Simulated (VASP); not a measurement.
Input of a VASP 6.6.1 run:

INCAR

```
SYSTEM = N
  PREC = Accurate
  ENCUT = 520
  EDIFF = 1E-7
  ISMEAR = 0
  SIGMA = 0.05
  LREAL = .FALSE.
  LASPH = .TRUE.
  NELM = 150
  ALGO = Normal
  ISIF = 2
  LWAVE = .FALSE.
  LCHARG = .FALSE.
  ISPIN = 2
  MAGMOM = 3.24 3.24 3.24 3.24
  LORBIT = 11
  GGA = PS
  NBANDS = 22
```

KPOINTS

```
regular mesh
0
G
  4 4 4
  0 0 0
```

POSCAR

```
N
1.0
    6.0104891645     -0.9246906407     -0.9246906407
   -0.9246906407      6.0104891645     -0.9246906407
   -0.9246906407     -0.9246906407      6.0104891645
N
4
Direct
    0.0000638858      0.0000638858      0.0000638858
    0.4999361142      0.9999361142      0.5000638858
    0.5000638858      0.4999361142      0.9999361142
    0.9999361142      0.5000638858      0.4999361142
```

Potentials or basis: VASP PAW PBE potentials, release 64 (N).

Run with:

```sh
$ cat potpaw_PBE.64/N/POTCAR > POTCAR
$ mpirun -np 1 vasp_std > vasp.out
```

Q: What does it give for the pressure?

A: 0.1 GPa.

Q: What does it give for the net moment?

A: 12.00 μB per cell.

Caveat: the PAW data sets were made with another functional, which shifts forces and pressure a little.
